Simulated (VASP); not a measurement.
A run of VASP 6.6.1 is set up as follows.

Contents of POSCAR:

```
CdH2O2
1.0
    3.5019706991      0.0000000000      0.0000000000
   -1.7509853495      3.0327955887      0.0000000000
    0.0000000000      0.0000000000      4.5691751517
Cd H O
1 2 2
Direct
    0.0000000000      0.0000000000      0.0000000000
    0.6666666667      0.3333333333      0.5468707629
    0.3333333333      0.6666666667      0.4531292371
    0.6666666667      0.3333333333      0.7582065004
    0.3333333333      0.6666666667      0.2417934996
```

Contents of INCAR.step1:

```
SYSTEM = CdH2O2
PREC = Accurate
ENCUT = 520
ISMEAR = 0
SIGMA = 0.01
LREAL = .FALSE.
LASPH = .TRUE.
NELM = 80
NBANDS = 21
GGA = PE
ALGO = Normal
EDIFF = 1E-4
LWAVE = .TRUE.
LCHARG = .FALSE.
```

INCAR.step2

```
SYSTEM = CdH2O2
PREC = Accurate
ENCUT = 520
EDIFF = 1E-6
ISMEAR = 0
SIGMA = 0.01
LREAL = .FALSE.
LASPH = .TRUE.
NELM = 80
ALGO = Normal
ISIF = 2
LWAVE = .FALSE.
LCHARG = .FALSE.
METAGGA = R2SCAN
LMIXTAU = .TRUE.
NBANDS = 21
ISTART = 1
```

Contents of KPOINTS:

```
Automatic mesh
0
G
  6 6 4
  0 0 0
```

Potentials or basis: VASP PAW PBE potentials, release 64 (Cd, H, O).

Launch:

```console
$ cat potpaw_PBE.64/Cd/POTCAR potpaw_PBE.64/H/POTCAR potpaw_PBE.64/O/POTCAR > POTCAR
$ cp INCAR.step1 INCAR
$ mpirun -np 1 vasp_std > vasp.out
$ cp INCAR.step2 INCAR
$ mpirun -np 1 vasp_std > vasp.out
```

Problem. Estimate the pressure.

Solution. 2.1 GPa.

Problem. Estimate the band gap on the k mesh.

Solution. 2.27 eV (least direct gap 2.65 eV).

Problem. Estimate the largest force.

Solution. 0.101 eV/Å.

Stress tensor (GPa, compression positive):
```
2.02 0.00 0.00
0.00 2.02 0.00
0.00 0.00 2.28
```

Caveat: the PAW data sets were made with another functional, which shifts forces and pressure a little. A k mesh can miss the band edges.
